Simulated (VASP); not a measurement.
# Sb (P6_3/mmc) in VASP: further runs

Sb is run at these levels: PBEsol; tasks: single point.

All numbers are computed with VASP 6.6.1; they aren't measurements. Logs are shortened: lines on timing, memory, paths and dates and some standing lists are left out, and cuts for length are marked.

## Step 1: The cell of the first run

Symmetry: P6_3/mmc, No. 194, hexagonal system. Conventional cell: a = 3.323 Å, b = 3.323 Å, c = 5.468 Å, α = 90.00°, β = 90.00°, γ = 120.00°. Sb (site symmetry -6m2) has 12 Sb at 3.32 to 3.34 Å within 4.4 Å.

This isn't the form of Sb at room conditions, which is rhombohedral.

## Step 2: Single point, PBEsol

The input, INCAR:

```
SYSTEM = Sb
PREC = Accurate
ENCUT = 520
EDIFF = 1E-6
ISMEAR = -1
SIGMA = 0.05
LREAL = Auto
LASPH = .True.
NELM = 60
ALGO = Normal
ISIF = 2
LWAVE = .False.
LCHARG = .False.
GGA = PS
NBANDS = 102
```

The input, KPOINTS:

```
Automatic mesh
0
Gamma
  2 2 2
  0.5 0.5 0.5
```

The input, POSCAR:

```
Sb
1.0
    6.6450213104     -5.7547572634      5.4677412939
   -6.6450213104      5.7547572634      5.4677412939
   -6.6450213103     -5.7547572635     -5.4677412939
Sb
32
Direct
    0.2083333333      0.7500000000      0.7083333333
    0.9583333333      0.8750000000      0.5833333333
    0.7083333333      0.2500000000      0.7083333333
    0.4583333333      0.3750000000      0.5833333333
    0.2083333333      0.5000000000      0.4583333333
    0.7083333333      0.0000000000      0.4583333333
    0.9583333333      0.6250000000      0.3333333333
    0.4583333333      0.1250000000      0.3333333333
    0.2083333333      0.2500000000      0.2083333333
    0.7083333333      0.7500000000      0.2083333333
    0.9583333333      0.3750000000      0.0833333333
    0.4583333333      0.8750000000      0.0833333333
    0.2083333333      0.0000000000      0.9583333333
    0.7083333333      0.5000000000      0.9583333333
    0.9583333333      0.1250000000      0.8333333333
    0.4583333333      0.6250000000      0.8333333333
    0.5416666667      0.8750000000      0.6666666667
    0.2916666667      0.0000000000      0.5416666667
    0.0416666667      0.3750000000      0.6666666667
    0.7916666667      0.5000000000      0.5416666667
    0.5416666667      0.6250000000      0.4166666667
    0.0416666667      0.1250000000      0.4166666667
    0.2916666667      0.7500000000      0.2916666667
    0.7916666667      0.2500000000      0.2916666667
    0.5416666667      0.3750000000      0.1666666667
    0.0416666667      0.8750000000      0.1666666667
    0.2916666667      0.5000000000      0.0416666667
    0.7916666667      0.0000000000      0.0416666667
    0.5416666667      0.1250000000      0.9166666667
    0.0416666667      0.6250000000      0.9166666667
    0.2916666667      0.2500000000      0.7916666667
    0.7916666667      0.7500000000      0.7916666667
```

Potentials or basis: VASP PAW PBE potentials, release 64 (Sb).

Launch:

```bash
> cat potpaw_PBE.64/Sb/POTCAR > POTCAR
> mpirun -np 1 vasp_std > vasp.out
```

OUTCAR:

```text
SYSTEM = Sb
   PREC = Accurate
   ENCUT = 520
   EDIFF = 1E-6
   ISMEAR = -1
   LREAL = Auto
   LASPH = .True.
   NELM = 60
   ISIF = 2
   GGA = PS

 ion  position               nearest neighbor table
   1  0.208  0.750  0.708-   7 3.32  12 3.32   5 3.32  13 3.32   2 3.32  16 3.32  18 3.34  20 3.34
                            29 3.34  30 3.34  19 3.34  17 3.34
   2  0.958  0.875  0.583-  10 3.32  13 3.32   7 3.32  15 3.32   1 3.32   6 3.32  21 3.34  22 3.34
                            31 3.34  32 3.34  20 3.34  18 3.34
   3  0.708  0.250  0.708-   8 3.32  11 3.32   6 3.32  14 3.32   4 3.32  15 3.32  18 3.34  20 3.34
                            29 3.34  30 3.34  17 3.34  19 3.34
   4  0.458  0.375  0.583-   9 3.32  14 3.32   8 3.32  16 3.32   3 3.32   5 3.32  21 3.34  22 3.34
                            31 3.34  32 3.34  18 3.34  20 3.34
   5  0.208  0.500  0.458-  11 3.32  16 3.32   1 3.32   9 3.32   7 3.32   4 3.32  23 3.34  24 3.34
                            17 3.34  19 3.34  22 3.34  21 3.34
   6  0.708  0.000  0.458-  12 3.32  15 3.32   3 3.32  10 3.32   8 3.32   2 3.32  23 3.34  24 3.34
                            17 3.34  19 3.34  21 3.34  22 3.34
   7  0.958  0.625  0.333-   1 3.32  14 3.32  11 3.32   2 3.32   5 3.32  10 3.32  25 3.34  26 3.34
                            18 3.34  20 3.34  24 3.34  23 3.34
   8  0.458  0.125  0.333-   3 3.32  13 3.32  12 3.32   4 3.32   6 3.32   9 3.32  25 3.34  26 3.34
                            18 3.34  20 3.34  23 3.34  24 3.34
   9  0.208  0.250  0.208-   4 3.32  15 3.32  13 3.32   5 3.32   8 3.32  11 3.32  27 3.34  28 3.34
[... 33 lines left out ...]
  26  0.042  0.875  0.167-  18 3.32  32 3.32  30 3.32  22 3.32  23 3.32  28 3.32   7 3.34   8 3.34
                            13 3.34  14 3.34   9 3.34  10 3.34
  27  0.292  0.500  0.042-  19 3.32  21 3.32  23 3.32  31 3.32  30 3.32  25 3.32   9 3.34  10 3.34
                            15 3.34  16 3.34  12 3.34  11 3.34
  28  0.792  0.000  0.042-  17 3.32  22 3.32  24 3.32  32 3.32  29 3.32  26 3.32   9 3.34  10 3.34
                            15 3.34  16 3.34  11 3.34  12 3.34
  29  0.542  0.125  0.917-  18 3.32  24 3.32  17 3.32  25 3.32  28 3.32  31 3.32  11 3.34  12 3.34
                             1 3.34   3 3.34  14 3.34  13 3.34
  30  0.042  0.625  0.917-  20 3.32  23 3.32  19 3.32  26 3.32  27 3.32  32 3.32  11 3.34  12 3.34
                             1 3.34   3 3.34  13 3.34  14 3.34
  31  0.292  0.250  0.792-  22 3.32  25 3.32  18 3.32  27 3.32  19 3.32  29 3.32  13 3.34  14 3.34
                             2 3.34   4 3.34  16 3.34  15 3.34
  32  0.792  0.750  0.792-  21 3.32  26 3.32  20 3.32  28 3.32  17 3.32  30 3.32  13 3.34  14 3.34
                             2 3.34   4 3.34  15 3.34  16 3.34

  LATTYP: Found a body centered orthorhombic cell.
 ALAT       =    10.9354825878
 B/A-ratio  =     1.0524926024
 C/A-ratio  =     1.2153137746

  Lattice vectors:

 A1 = (   6.6450213104,  -5.7547572634,  -5.4677412939)
 A2 = (   6.6450213103,   5.7547572635,   5.4677412939)
 A3 = (  -6.6450213103,  -5.7547572635,   5.4677412939)

Analysis of symmetry for initial positions (statically):
=====================================================================
 Subroutine PRICEL returns following result:

  LATTYP: Found a hexagonal cell.
 ALAT       =     3.3225106552
 C/A-ratio  =     1.6456655407

  Lattice vectors:

 A1 = (  -1.6612553276,   2.8773786317,   0.0000000000)
 A2 = (   3.3225106552,   0.0000000000,   0.0000000000)
 A3 = (   0.0000000000,  -0.0000000000,  -5.4677412939)

  16 primitive cells build up your supercell.

 Routine SETGRP: Setting up the symmetry group for a
 body centered orthorhombic supercell.

 Subroutine GETGRP returns: Found  8 space group operations
 (whereof  4 operations were pure point group operations)
 out of a pool of  8 trial point group operations.

The static configuration has the point symmetry C_2h.
 The point group associated with its full space group is D_2h.

Analysis of symmetry for dynamics (positions and initial velocities):
=====================================================================
 Subroutine PRICEL returns following result:

  LATTYP: Found a hexagonal cell.
 ALAT       =     3.3225106552
 C/A-ratio  =     1.6456655407

  Lattice vectors:

 A1 = (  -1.6612553276,   2.8773786317,   0.0000000000)
 A2 = (   3.3225106552,   0.0000000000,   0.0000000000)
 A3 = (   0.0000000000,  -0.0000000000,  -5.4677412939)

  16 primitive cells build up your supercell.

 Routine SETGRP: Setting up the symmetry group for a
 body centered orthorhombic supercell.

 Subroutine GETGRP returns: Found  8 space group operations
 (whereof  4 operations were pure point group operations)
 out of a pool of  8 trial point group operations.

[... 31 lines left out ...]

 KPOINTS: Automatic mesh

Automatic generation of k-mesh.
 Grid dimensions read from file:
 generate k-points for:    2    2    2

 Generating k-lattice:

  Cartesian coordinates                     Fractional coordinates (reciprocal lattice)
     0.000000000 -0.043442319  0.045722719     0.500000000  0.000000000  0.000000000
    -0.037622152 -0.000000000  0.045722719    -0.000000000  0.500000000  0.000000000
    -0.037622152 -0.043442319  0.000000000     0.000000000 -0.000000000  0.500000000

  Length of vectors
     0.063069819  0.059211429  0.057468786

  Shift w.r.t. Gamma in fractional coordinates (k-lattice)
     0.500000000  0.500000000  0.500000000

 Subroutine IBZKPT returns following result:
 ===========================================

 Found      4 irreducible k-points:

 Following reciprocal coordinates:
            Coordinates               Weight
  0.250000  0.250000  0.250000      2.000000
 -0.250000  0.250000  0.250000      2.000000
  0.250000 -0.250000  0.250000      2.000000
 -0.250000 -0.250000  0.250000      2.000000
   k-points           NKPTS =      4   k-points in BZ     NKDIM =      4   number of bands    NBANDS=    102
   number of dos      NEDOS =    301   number of ions     NIONS =     32
   total plane-waves  NPLWV = 512000
   dimension x,y,z NGX =    80 NGY =   80 NGZ =   80
   dimension x,y,z NGXF=   160 NGYF=  160 NGZF=  160
   ions per type =              32
   NGX,Y,Z   is equivalent  to a cutoff of  12.85, 12.85, 12.85 a.u.
   NGXF,Y,Z  is equivalent  to a cutoff of  25.69, 25.69, 25.69 a.u.
 SYSTEM =  Sb
   PREC   = accura    normal or accurate (medium, high low for compatibility)
   ISTART =      0    job   : 0-new  1-cont  2-samecut
   ICHARG =      2    charge: 1-file 2-atom 10-const
   ISPIN  =      1    spin polarized calculation?
   LNONCOLLINEAR =      F non collinear calculations
   LSORBIT =      F    spin-orbit coupling
   LASPH  =      T    aspherical Exc in radial PAW
   ENCUT  =  520.0 eV  38.22 Ry    6.18 a.u.  19.25 19.25 19.25*2*pi/ulx,y,z
   NELM   =     60;   NELMIN=  2; NELMDL= -5     # of ELM steps
   EDIFF  = 0.1E-05   stopping-criterion for ELM
   LREAL  =      T    real-space projection
   EDIFFG = 0.1E-04   stopping-criterion for IOM
   NSW    =      0    number of steps for IOM
   IBRION =     -1    ionic relax: 0-MD 1-quasi-New 2-CG
   NFREE  =      0    steps in history (QN), initial steepest desc. (CG)
   ISIF   =      2    stress and relaxation
   ISYM   =      2    0-nonsym 1-usesym 2-fastsym
   POTIM  = 0.5000    time-step for ionic-motion
   TEBEG  =    0.0;   TEEND  =   0.0 temperature during run
   PSTRESS=    0.0 pullay stress
   NELECT =     160.0000    total number of electrons
   NUPDOWN=      -1.0000    fix difference up-down
   EMIN   =  10.00;   EMAX   =-10.00  energy-range for DOS
   EFERMI =   0.00;   METHOD = LEGACY
   ISMEAR =    -1;   SIGMA  =   0.05  broadening in eV -4-tet -1-fermi 0-gaus
   EFERMI_NEDOS =   21; number of points for ismear=-14 and -15
   IALGO  =     38    algorithm
   IMIX   =      4    mixing-type and parameters
     AMIX     =   0.40;   BMIX     =  1.00
     AMIX_MAG =   1.60;   BMIX_MAG =  1.00
  volume/ion in A,a.u.               =      26.14       176.38
  Fermi-wavevector in a.u.,A,eV,Ry     =   0.943303  1.782583 12.106734  0.889820
  Thomas-Fermi vector in A             =   2.070997
   LORBIT       =      0    0 simple, 1 ext, 2 COOP (PROOUT), +10 PAW based schemes
   GGA     = PS    functional components
   LHFCALC =     F    Hartree Fock is set to
   AEXX    =    0.0000 exact exchange contribution
   IVDW    =     0    specifies the selected vdW correction
   LEPSILON=     F    determine dielectric tensor
   LRPA    =     F    only Hartree local field effects (RPA)
 non-spin polarized calculation
  energy-cutoff  :      520.00
  volume of cell :      836.36
 maximum number of plane-waves:     22531
 NGX is ok and might be reduce to    80
   NGX = 39   NGY = 39   NGZ = 39

 number of electron     159.9999986 magnetization

 Free energy of the ion-electron system (eV)
  ---------------------------------------------------
  ext. energy  EPLUGINS =         0.00000000
  ---------------------------------------------------
  free energy    TOTEN  =      -138.98932631 eV

  energy without entropy =     -138.85452673  energy(sigma->0) =     -138.92192652

 E-fermi :   8.6985     XC(G=0): -10.4609

 val. band max:        8.6468321261   @ k =  -0.2500  -0.2500   0.2500
 cond. band min:       8.8153279551   @ k =  -0.2500  -0.2500   0.2500
 fundamental gap:      0.1684958290
 Fermi energy:         8.6984645280

 k-point     1 :       0.2500    0.2500    0.2500
  band No.  band energies     occupation
      1      -3.5943      2.00000
      2      -3.5943      2.00000
      3      -3.5943      2.00000
      4      -3.5943      2.00000
      5      -1.9462      2.00000
      6      -1.9462      2.00000
[... 369 lines left out ...]
     91       9.5413      0.00000
     92       9.5444      0.00000
 [bands above 92 left out]

------------------------ aborting loop because EDIFF is reached ----------------------------------------

  FORCE on cell =-STRESS in cart. coord.  units (eV):
  Direction    XX          YY          ZZ          XY          YZ          ZX
  --------------------------------------------------------------------------------------
  -------------------------------------------------------------------------------------
  Total       16.1554129    -12.0753920     -1.2388368      0.0000000     -0.0000000     -0.0000000
  in kB       30.9483362    -23.1323888     -2.3731946      0.0000000     -0.0000000     -0.0000000
  external PRESSURE =       1.8142510 kB  Pullay stress =       0.0000000 kB

 VOLUME and BASIS-vectors are now :
 -----------------------------------------------------------------------------
  energy-cutoff  :      520.00
  volume of cell :      836.36
      direct lattice vectors                 reciprocal lattice vectors
     6.645021310 -5.754757263  5.467741294     0.000000000 -0.086884638  0.091445438
    -6.645021310  5.754757263  5.467741294    -0.075244303 -0.000000000  0.091445438
    -6.645021310 -5.754757264 -5.467741294    -0.075244303 -0.086884638  0.000000000

 POSITION                                       TOTAL-FORCE (eV/Angst)
 -----------------------------------------------------------------------------------
     -8.30628     -0.95913      1.36694        -0.000000      0.047951      0.000000
     -3.32251     -3.83650      6.83468        -0.000000      0.047951      0.000000
     -1.66126     -6.71388      1.36694        -0.000000      0.047951      0.000000
     -3.32251     -3.83650      1.36694        -0.000000      0.047951      0.000000
     -4.98377     -0.95913      1.36694        -0.000000      0.047951      0.000000
      1.66126     -6.71388      1.36694        -0.000000      0.047951      0.000000
[... 24 lines left out ...]
     -4.98377     -4.79563     -1.36694         0.000000     -0.047951     -0.000000
     -4.98377     -4.79563      4.10081         0.000000     -0.047951     -0.000000
 -----------------------------------------------------------------------------------
    total drift:                               -0.000000      0.000000      0.000000

  FREE ENERGIE OF THE ION-ELECTRON SYSTEM (eV)
  ---------------------------------------------------
  free  energy   TOTEN  =      -138.9893263088 eV

  energy  without entropy=     -138.8545267256  energy(sigma->0) =     -138.92192652
```

Run time: 5.2 min. Hardware: 1 thread of Intel Xeon 6975P-C (Granite Rapids), shared host; peak memory 0.99 GiB.

What came out:

```yaml
Free_energy: -138.9893 eV
Pressure: 0.2 GPa
Largest_force: 0.048 eV/Å
Band_gap_on_the_k_mesh: zero (bands 80 and 81 overlap by 0.01 eV)
```

Forces on the atoms (eV/Å):
```
Sb   0.000  0.048  0.000
Sb   0.000  0.048  0.000
Sb   0.000  0.048  0.000
Sb   0.000  0.048  0.000
Sb   0.000  0.048  0.000
Sb   0.000  0.048  0.000
Sb   0.000  0.048  0.000
Sb   0.000  0.048  0.000
Sb   0.000  0.048  0.000
Sb   0.000  0.048  0.000
Sb   0.000  0.048  0.000
Sb   0.000  0.048  0.000
Sb   0.000  0.048  0.000
Sb   0.000  0.048  0.000
Sb   0.000  0.048  0.000
Sb   0.000  0.048  0.000
Sb   0.000 -0.048  0.000
Sb   0.000 -0.048  0.000
Sb   0.000 -0.048  0.000
Sb   0.000 -0.048  0.000
Sb   0.000 -0.048  0.000
Sb   0.000 -0.048  0.000
Sb   0.000 -0.048  0.000
Sb   0.000 -0.048  0.000
Sb   0.000 -0.048  0.000
Sb   0.000 -0.048  0.000
Sb   0.000 -0.048  0.000
Sb   0.000 -0.048  0.000
Sb   0.000 -0.048  0.000
Sb   0.000 -0.048  0.000
Sb   0.000 -0.048  0.000
Sb   0.000 -0.048  0.000
```

Levels at points of the mesh, in eV from the Fermi level:
| k point | band 76 | band 77 | band 78 | band 79 | band 80 | band 81 | band 82 | band 83 | band 84 | band 85 |
| --- | --- | --- | --- | --- | --- | --- | --- | --- | --- | --- |
| (0.25, 0.25, 0.25) | -0.31 | -0.21 | -0.21 | -0.21 | -0.21 | 0.30 | 0.30 | 0.30 | 0.30 | 0.77 |

Caveat: the k points lie up to 0.37 Å⁻¹ apart; the PAW data sets were made with another functional, which shifts forces and pressure a little; spin-orbit coupling is left out, which moves the levels of the heavy elements.

## Step 3: Single point, PBEsol

The input, INCAR:

```
ALGO = Normal
EDIFF = 1E-7
ENCUT = 520
GGA = PS
ISIF = 2
ISMEAR = -1
LASPH = T
LCHARG = F
LREAL = Auto
LWAVE = F
NBANDS = 102
NELM = 100
PREC = Accurate
SIGMA = 0.0948
```

KPOINTS is that of step 2.

POSCAR is that of step 2.

Potentials or basis: VASP PAW PBE potentials, release 64 (Sb).

Launch:

```bash
> cat potpaw_PBE.64/Sb/POTCAR > POTCAR
> mpirun -np 1 vasp_std > vasp.out
```

Wall time 5.3 min (1 thread of Intel Xeon 6975P-C (Granite Rapids), shared host); peak memory 0.99 GiB.

Results (log left out):

```yaml
Free_energy: -139.1844 eV
Pressure: 0.2 GPa
Largest_force: 0.040 eV/Å
Band_gap_on_the_k_mesh: zero (bands 80 and 81 overlap by 0.01 eV)
```

Forces in eV/Å, atoms in the order of the input:
```
Sb   0.000  0.040  0.000
Sb   0.000  0.040  0.000
Sb   0.000  0.040  0.000
Sb   0.000  0.040  0.000
Sb   0.000  0.040  0.000
Sb   0.000  0.040  0.000
Sb   0.000  0.040  0.000
Sb   0.000  0.040  0.000
Sb   0.000  0.040  0.000
Sb   0.000  0.040  0.000
Sb   0.000  0.040  0.000
Sb   0.000  0.040  0.000
Sb   0.000  0.040  0.000
Sb   0.000  0.040  0.000
Sb   0.000  0.040  0.000
Sb   0.000  0.040  0.000
Sb   0.000 -0.040  0.000
Sb   0.000 -0.040  0.000
Sb   0.000 -0.040  0.000
Sb   0.000 -0.040  0.000
Sb   0.000 -0.040  0.000
Sb   0.000 -0.040  0.000
Sb   0.000 -0.040  0.000
Sb   0.000 -0.040  0.000
Sb   0.000 -0.040  0.000
Sb   0.000 -0.040  0.000
Sb   0.000 -0.040  0.000
Sb   0.000 -0.040  0.000
Sb   0.000 -0.040  0.000
Sb   0.000 -0.040  0.000
Sb   0.000 -0.040  0.000
Sb   0.000 -0.040  0.000
```

Stress tensor (GPa, compression positive):
```
 2.68  0.00  0.00
 0.00 -1.69  0.00
 0.00  0.00 -0.35
```

Levels at points of the mesh, in eV from the Fermi level:
```csv
k point,band 78,band 79,band 80,band 81,band 82,band 83
"(0.25, 0.25, 0.25)",-0.23,-0.23,-0.23,0.27,0.27,0.27
```

Caveat: the k points lie up to 0.37 Å⁻¹ apart; the PAW data sets were made with another functional, which shifts forces and pressure a little; spin-orbit coupling is left out, which moves the levels of the heavy elements.
